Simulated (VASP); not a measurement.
RbCd: single point with PBE

Crystal: RbCd.

```
Rb Cd
1.0
     4.74733    0.00000    0.00000
     0.00000    4.74733    0.00000
     0.00000    0.00000    4.74733
Rb Cd
1 1
Direct
  0.00000 0.00000 0.00000
  0.50000 0.50000 0.50000
```

```
Program                : VASP 6.6.1
Task                   : single point
Functional             : PBE
Potentials or basis    : VASP PAW PBE potentials, release 64 (Rb_sv, Cd)
Cutoff                 : 520 eV
k mesh                 : 4 × 4 × 4
Occupations            : gaussian, width 0.1 eV
Spin                   : no spin polarisation
Dipole correction      : no
Further INCAR settings : ALGO = Normal; EDIFF = 1e-06; NBANDS = 18
```

```
Pressure               : -0.9 GPa
Band gap on the k mesh : zero (an odd number of electrons rules out a gap without spin polarisation)
```

Levels at points of the mesh, in eV from the Fermi level:
| k point | band 8 | band 9 | band 10 | band 11 | band 12 | band 13 |
| --- | --- | --- | --- | --- | --- | --- |
| (0.00, 0.00, 0.00) | -9.04 | -9.04 | -4.57 | 2.33 | 2.33 | 2.62 |
| (0.50, 0.00, 0.00) | -9.04 | -9.03 | -3.53 | -1.34 | 2.37 | 2.37 |
| (0.50, 0.50, 0.00) | -9.05 | -9.01 | -3.12 | 0.08 | 0.08 | 1.55 |
| (0.50, 0.50, 0.50) | -9.01 | -9.01 | -2.28 | 0.04 | 0.04 | 0.04 |

It took 35 s on 1 thread of Oxide Virtual Turin-like Processor, with other jobs on the host, peak memory 0.17 GiB.
